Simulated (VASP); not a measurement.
ScTlS3:

```
Sc Tl S
1.0
     5.08917    0.00000    0.00000
     0.00000    5.08917    0.00000
     0.00000    0.00000    5.08917
Sc Tl S
1 1 3
Direct
  0.00000 0.00000 0.00000
  0.50000 0.50000 0.50000
  0.50000 0.00000 0.00000
  0.00000 0.50000 0.00000
  0.00000 0.00000 0.50000
```

| Property | Result |
| --- | --- |
| Program | VASP 6.6.1 |
| Task | relaxation of cell and atoms |
| Functional | PBE |
| Potentials or basis | VASP PAW PBE potentials, release 64 (Sc_sv, Tl_d, S) |
| Cutoff | 600 eV |
| k mesh | 8 × 8 × 8 |
| Occupations | gaussian, width 0.1 eV |
| Spin | no spin polarisation |

At the start: pressure -1.4 GPa; volume 26.36 Å³/atom.

Question: How do energy, volume and symmetry change on relaxing?

Answer: Over 3 steps the energy falls by 3.8 meV/atom and the volume is 25.53 Å³/atom (-3.2 %); space group Pm-3m (No. 221, to 0.05 Å).

Step by step:
```
step  energy change (eV)  largest force (eV/Å)  pressure (GPa)  volume (Å³)
   1              0.0000                0.0000           -1.44       131.81
   2             -0.0191                0.0000            0.11       127.34
   3             -0.0192                0.0000            0.00       127.64
```

Final structure:
```yaml
crystal:
  lattice:
    - [5.03496, 0.00000, 0.00000]
    - [0.00000, 5.03496, 0.00000]
    - [0.00000, 0.00000, 5.03496]
  atoms:
    - { symbol: Sc, position: [0.00000, 0.00000, 0.00000] }
    - { symbol: Tl, position: [0.50000, 0.50000, 0.50000] }
    - { symbol: S, position: [0.50000, 0.00000, 0.00000] }
    - { symbol: S, position: [0.00000, 0.50000, 0.00000] }
    - { symbol: S, position: [0.00000, 0.00000, 0.50000] }
```
